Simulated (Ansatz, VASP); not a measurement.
## Bi in VASP and in Ansatz

Contents of INCAR:

```
PREC = Accurate
ENCUT = 520
EDIFF = 1E-6
ISMEAR = 0
SIGMA = 0.15
LREAL = False
LASPH = True
NELM = 100
ALGO = Fast
ISIF = 2
LWAVE = False
LCHARG = False
GGA = PE
IVDW = 12
NBANDS = 14
```

KPOINTS

```
regular mesh
0
Gamma
  18 18 18
```

Contents of POSCAR:

```
Bi
1.0
   -1.8806663154      1.8806663154      2.1838297254
    1.8806663154     -1.8806663154      2.1838297254
    1.8806663154      1.8806663154     -2.1838297254
Bi
1
Direct
    0.0000000000      0.0000000000      0.0000000000
```

Input for Ansatz:

```yaml
crystal:
  lattice:
    - [-1.8806663154, 1.8806663154, 2.1838297254]
    - [1.8806663154, -1.8806663154, 2.1838297254]
    - [1.8806663154, 1.8806663154, -2.1838297254]
  atoms:
    - { symbol: Bi, position: [0.0, 0.0, 0.0] }
basis:
  ecutwfc: 420
kpoints:
  mp_grid: { grid: [18, 18, 18] }
hamiltonian:
  xc: pbe
  dispersion: d3bj
scf:
  occupations: { method: gaussian, width: 0.15 }
output:
  forces: true
  stress: true
  eigenvalues: true
```

Alike in both runs: task single point; functional PBE; dispersion D3(BJ); k mesh 18 × 18 × 18; occupations gaussian, width 0.15 eV; no spin polarisation.

|  | VASP | Ansatz |
| --- | --- | --- |
| version | VASP 6.6.1 | Ansatz 0.2.0 |
| potentials or method | VASP PAW PBE potentials, release 64 (Bi_d), cutoff 520 eV | scalar-relativistic, plane waves, PAW |
| valence electrons in the cell | 15 | 15 |

```tsv
	VASP	Ansatz	Ansatz less VASP
gap on the k mesh at the Fermi level (eV)	none	none	-
pressure (GPa)	-1.2	-1.2	+0.05
traceless stress, the component that is largest in VASP (GPa)	-1.30	-1.31	-0.008
```

A gap of «none» marks a metal or a gap that the smearing closes.

Neither program's run includes spin-orbit coupling.
